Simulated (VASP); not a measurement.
Input of a VASP 6.6.1 run:

File INCAR:

```
PREC = Accurate ; ENCUT = 500
EDIFF = 1E-7 ; ISMEAR = -1
SIGMA = 0.02 ; LREAL = F
LASPH = T ; NELM = 120
ALGO = Normal ; ISIF = 3
LWAVE = F ; LCHARG = F
GGA = PE ; IBRION = 2
NSW = 80 ; EDIFFG = -0.005
GGA_COMPAT = F ; NELMIN = 4
```

Contents of KPOINTS:

```
regular mesh
0
Gamma
  8 8 8
```

The input POSCAR:

```
CaS
1.0
    0.0000000000      2.8545460000      2.8545460000
    2.8545460000      0.0000000000      2.8545460000
    2.8545460000      2.8545460000      0.0000000000
Ca S
1 1
Direct
    0.0000000000      0.0000000000      0.0000000000
    0.5000000000      0.5000000000      0.5000000000
```

Potentials or basis: VASP PAW PBE potentials, release 64 (Ca_sv, S).

Launch:

```console
$ cat potpaw_PBE.64/Ca_sv/POTCAR potpaw_PBE.64/S/POTCAR > POTCAR
$ mpirun -np 1 vasp_std > vasp.out
```

Q: Estimate the band gap on the k mesh.

A: 2.38 eV, indirect (least direct gap 3.18 eV).

Q: Estimate the relaxed cell.

A: a = 4.042 Å, b = 4.042 Å, c = 4.042 Å, α = 60.00°, β = 60.00°, γ = 60.00°.

Q: Predict the space group after relaxing (to 0.05 Å).

A: Fm-3m (No. 225).

Final structure:
```
Ca S
1.0
     0.00000    2.85828    2.85828
     2.85828    0.00000    2.85828
     2.85828    2.85828    0.00000
Ca S
1 1
Cartesian
  0.0000 0.0000 0.0000
  2.8583 2.8583 2.8583
```

A k mesh can miss the band edges. As with any semilocal functional, this PBE gap is likely too small.
